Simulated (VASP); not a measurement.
# Be3CdS2 (Cmmm) in VASP: further runs

Runs on Be3CdS2. Level: PBE. Tasks: single point, relaxation of cell and atoms.

All numbers are computed with VASP 6.6.1; they aren't measurements. Logs are shortened: lines on timing, memory, paths and dates and some standing lists are left out, and cuts for length are marked.

**1. The cell of the first run**

The structure is orthorhombic, space group Cmmm (No. 65). Conventional cell: a = 4.707 Å, b = 9.959 Å, c = 3.706 Å, α = 90.00°, β = 90.00°, γ = 90.00°. Within 2.6 Å of Be (site symmetry m2m) lie 3 S at 1.99 to 2.36 Å and 2 Cd at 2.35 Å. Within 3.1 Å of Be (site symmetry mmm) lie 2 Cd at 2.35 Å and 4 S at 2.41 Å. Cd (site symmetry mmm) has 6 Be at 2.35 Å within 3.1 Å. Within 2.6 Å of S (site symmetry m2m) lie 5 Be at 1.99 to 2.41 Å.

The cell was generated, and may not be a known phase.

**2. Single point, PBE**

INCAR

```
PREC = Accurate
ENCUT = 600
EDIFF = 1E-6
ISMEAR = 0
SIGMA = 0.1
LREAL = False
LASPH = True
NELM = 120
ALGO = Normal
ISIF = 2
LWAVE = False
LCHARG = False
GGA = PE
NBANDS = 24
GGA_COMPAT = False
```

KPOINTS

```
Automatic mesh
0
Gamma
  4 4 6
```

POSCAR

```
Be3CdS2
1.0
    2.3535603900     -4.9793801100      0.0000000000
    2.3535603900      4.9793801100      0.0000000000
    0.0000000000      0.0000000000      3.7064405700
Be Cd S
3 1 2
Direct
    0.1453886600      0.8546113400      0.5000000000
    0.8546113400      0.1453886600      0.5000000000
    0.5000000000      0.5000000000      0.0000000000
    0.0000000000      0.0000000000      0.0000000000
    0.6549724500      0.3450275500      0.5000000000
    0.3450275500      0.6549724500      0.5000000000
```

Potentials or basis: VASP PAW PBE potentials, release 64 (Be, Cd, S).

Run with:

```bash
$ cat potpaw_PBE.64/Be/POTCAR potpaw_PBE.64/Cd/POTCAR potpaw_PBE.64/S/POTCAR > POTCAR
$ mpirun -np 1 vasp_std > vasp.out
```

OUTCAR:

```text
PREC = Accurate
   ENCUT = 600
   EDIFF = 1E-6
   ISMEAR = 0
   LREAL = False
   LASPH = True
   NELM = 120
   ISIF = 2
   GGA = PE

 ion  position               nearest neighbor table
   1  0.145  0.855  0.500-   6 1.99   4 2.35   4 2.35   5 2.36   5 2.36
   2  0.855  0.145  0.500-   5 1.99   4 2.35   4 2.35   6 2.36   6 2.36
   3  0.500  0.500  0.000-   4 2.35   4 2.35   6 2.41   5 2.41   6 2.41   5 2.41
   4  0.000  0.000  0.000-   1 2.35   2 2.35   1 2.35   2 2.35   3 2.35   3 2.35
   5  0.655  0.345  0.500-   2 1.99   1 2.36   1 2.36   3 2.41   3 2.41
   6  0.345  0.655  0.500-   1 1.99   2 2.36   2 2.36   3 2.41   3 2.41

  LATTYP: Found a base centered orthorhombic cell.
 ALAT       =     4.7071207800
 B/A-ratio  =     2.1156797723
 C/A-ratio  =     0.7874114014

  Lattice vectors:

 A1 = (   2.3535603900,  -4.9793801100,   0.0000000000)
 A2 = (   2.3535603900,   4.9793801100,   0.0000000000)
 A3 = (   0.0000000000,   0.0000000000,   3.7064405700)

Analysis of symmetry for initial positions (statically):
=====================================================================
 Subroutine PRICEL returns:
 Original cell was already a primitive cell.

 Routine SETGRP: Setting up the symmetry group for a
 base centered orthorhombic supercell.

 Subroutine GETGRP returns: Found  8 space group operations
 (whereof  8 operations were pure point group operations)
 out of a pool of  8 trial point group operations.

The static configuration has the point symmetry D_2h.

Analysis of symmetry for dynamics (positions and initial velocities):
=====================================================================
 Subroutine PRICEL returns:
 Original cell was already a primitive cell.

 Routine SETGRP: Setting up the symmetry group for a
 base centered orthorhombic supercell.

 Subroutine GETGRP returns: Found  8 space group operations
 (whereof  8 operations were pure point group operations)
 out of a pool of  8 trial point group operations.

The dynamic configuration has the point symmetry D_2h.

 Subroutine INISYM returns: Found  8 space group operations
 (whereof  8 operations are pure point group operations),
 and found     1 'primitive' translations

----------------------------------------------------------------------------------------

                                     Primitive cell

  volume of cell :      86.8736

[... 99 lines left out ...]
   NSW    =      0    number of steps for IOM
   IBRION =     -1    ionic relax: 0-MD 1-quasi-New 2-CG
   NFREE  =      0    steps in history (QN), initial steepest desc. (CG)
   ISIF   =      2    stress and relaxation
   ISYM   =      2    0-nonsym 1-usesym 2-fastsym
   POTIM  = 0.5000    time-step for ionic-motion
   TEBEG  =    0.0;   TEEND  =   0.0 temperature during run
   PSTRESS=    0.0 pullay stress
   NELECT =      30.0000    total number of electrons
   NUPDOWN=      -1.0000    fix difference up-down
   EMIN   =  10.00;   EMAX   =-10.00  energy-range for DOS
   EFERMI =   0.00;   METHOD = LEGACY
   ISMEAR =     0;   SIGMA  =   0.10  broadening in eV -4-tet -1-fermi 0-gaus
   EFERMI_NEDOS =   21; number of points for ismear=-14 and -15
   IALGO  =     38    algorithm
   IMIX   =      4    mixing-type and parameters
     AMIX     =   0.40;   BMIX     =  1.00
     AMIX_MAG =   1.60;   BMIX_MAG =  1.00
  volume/ion in A,a.u.               =      14.48        97.71
  Fermi-wavevector in a.u.,A,eV,Ry     =   1.148557  2.170459 17.948589  1.319184
  Thomas-Fermi vector in A             =   2.285232
   LORBIT       =      0    0 simple, 1 ext, 2 COOP (PROOUT), +10 PAW based schemes
   GGA     = PE    functional components
   LHFCALC =     F    Hartree Fock is set to
   AEXX    =    0.0000 exact exchange contribution
   IVDW    =     0    specifies the selected vdW correction
   LEPSILON=     F    determine dielectric tensor
   LRPA    =     F    only Hartree local field effects (RPA)
 non-spin polarized calculation
 Gauss-broadening in eV      SIGMA  =   0.10
  energy-cutoff  :      600.00
  volume of cell :       86.87
 maximum number of plane-waves:      2926
 NGX is ok and might be reduce to    48
   NGX = 21   NGY = 21   NGZ = 15

 number of electron      30.0000003 magnetization

 Free energy of the ion-electron system (eV)
  ---------------------------------------------------
  ext. energy  EPLUGINS =         0.00000000
  ---------------------------------------------------
  free energy    TOTEN  =       -18.78568107 eV

  energy without entropy =      -18.76851660  energy(sigma->0) =      -18.77709883

 E-fermi :   5.4156     XC(G=0): -10.2078

 val. band max:        5.4026915596   @ k =   0.2500   0.0000   0.0000
 cond. band min:       5.4312825708   @ k =   0.5000   0.5000   0.0000
 fundamental gap:      0.0285910112
 Fermi energy:         5.4156263713

 k-point     1 :       0.0000    0.0000    0.0000
  band No.  band energies     occupation
      1      -9.7702      2.00000
      2      -7.4528      2.00000
      3      -4.7124      2.00000
      4      -4.3934      2.00000
      5      -4.3780      2.00000
      6      -4.2182      2.00000
[... 637 lines left out ...]
     23      12.6673      0.00000
     24      13.5688      0.00000

 [... further k-points ...]

------------------------ aborting loop because EDIFF is reached ----------------------------------------

  FORCE on cell =-STRESS in cart. coord.  units (eV):
  Direction    XX          YY          ZZ          XY          YZ          ZX
  --------------------------------------------------------------------------------------
  -------------------------------------------------------------------------------------
  Total        6.9306432      2.6128590      0.2321519      0.0000000      0.0000000      0.0000000
  in kB      127.8193073     48.1879989      4.2814917      0.0000000      0.0000000      0.0000000
  external PRESSURE =      60.0962659 kB  Pullay stress =       0.0000000 kB

 VOLUME and BASIS-vectors are now :
 -----------------------------------------------------------------------------
  energy-cutoff  :      600.00
  volume of cell :       86.87
      direct lattice vectors                 reciprocal lattice vectors
     2.353560390 -4.979380110  0.000000000     0.212444092 -0.100414106  0.000000000
     2.353560390  4.979380110  0.000000000     0.212444092  0.100414106  0.000000000
     0.000000000  0.000000000  3.706440570     0.000000000  0.000000000  0.269800630

 POSITION                                       TOTAL-FORCE (eV/Angst)
 -----------------------------------------------------------------------------------
      2.35356      3.53149      1.85322         0.000000     -0.265770     -0.000000
      2.35356     -3.53149      1.85322         0.000000      0.265770      0.000000
      2.35356      0.00000      0.00000         0.000000      0.000000     -0.000000
      0.00000      0.00000      0.00000         0.000000      0.000000     -0.000000
      2.35356     -1.54333      1.85322         0.000000      1.423011     -0.000000
      2.35356      1.54333      1.85322         0.000000     -1.423011     -0.000000
 -----------------------------------------------------------------------------------
    total drift:                               -0.000000      0.000000      0.000000

  FREE ENERGIE OF THE ION-ELECTRON SYSTEM (eV)
  ---------------------------------------------------
  free  energy   TOTEN  =       -18.7856810665 eV

  energy  without entropy=      -18.7685166021  energy(sigma->0) =      -18.77709883
```

OSZICAR:

```text
N       E                     dE             d eps       ncg     rms          rms(c)
DAV:   1     0.174130132073E+03    0.17413E+03   -0.15082E+04  1344   0.127E+03
DAV:   2    -0.815378947984E+01   -0.18228E+03   -0.16934E+03  1608   0.275E+02
DAV:   3    -0.194734601617E+02   -0.11320E+02   -0.11160E+02  1792   0.700E+01
DAV:   4    -0.196483744303E+02   -0.17491E+00   -0.17473E+00  1576   0.887E+00
DAV:   5    -0.196517512307E+02   -0.33768E-02   -0.33757E-02  1840   0.125E+00    0.113E+01
DAV:   6    -0.188341913551E+02    0.81756E+00   -0.18861E+00  1592   0.178E+01    0.716E+00
DAV:   7    -0.187954364760E+02    0.38755E-01   -0.47582E-01  1680   0.394E+00    0.346E+00
DAV:   8    -0.187858754153E+02    0.95611E-02   -0.39666E-02  1624   0.156E+00    0.524E-01
DAV:   9    -0.187855249627E+02    0.35045E-03   -0.68118E-03  1736   0.745E-01    0.136E-01
DAV:  10    -0.187856211409E+02   -0.96178E-04   -0.62219E-04  1632   0.182E-01    0.703E-02
DAV:  11    -0.187856700111E+02   -0.48870E-04   -0.12942E-04  1688   0.655E-02    0.230E-02
DAV:  12    -0.187856792716E+02   -0.92605E-05   -0.17831E-05  1704   0.233E-02    0.797E-03
DAV:  13    -0.187856810713E+02   -0.17997E-05   -0.27490E-06  1640   0.861E-03    0.385E-03
DAV:  14    -0.187856810665E+02    0.47296E-08   -0.42182E-07  1152   0.410E-03
   1 F= -.18785681E+02 E0= -.18777099E+02  d E =-.171645E-01
```

It took 91 s on 1 thread of Intel Xeon Platinum 8488C (Sapphire Rapids), shared host; peak memory 0.28 GiB.

Results:

* Free energy: -18.7857 eV
* Pressure: 6.0 GPa
* Largest force: 1.423 eV/Å
* Band gap on the k mesh: zero (bands 15 and 16 overlap by 1.98 eV)

Forces on the atoms (eV/Å):
```
Be   0.000 -0.266  0.000
Be   0.000  0.266  0.000
Be   0.000  0.000  0.000
Cd   0.000  0.000  0.000
S    0.000  1.423  0.000
S    0.000 -1.423  0.000
```

Stress tensor (GPa, compression positive):
```
12.78  0.00  0.00
 0.00  4.82  0.00
 0.00  0.00  0.43
```

Caveat: the k points lie up to 0.37 Å⁻¹ apart, too coarse for converged energies and pressures of a metal; forces of over 1 eV/Å act on the atoms, so gaps and moduli don't describe the material at rest.

(Continued in part 2 of 3.)

The gap in the log of VASP goes by the Fermi energy; the results here count the filled bands.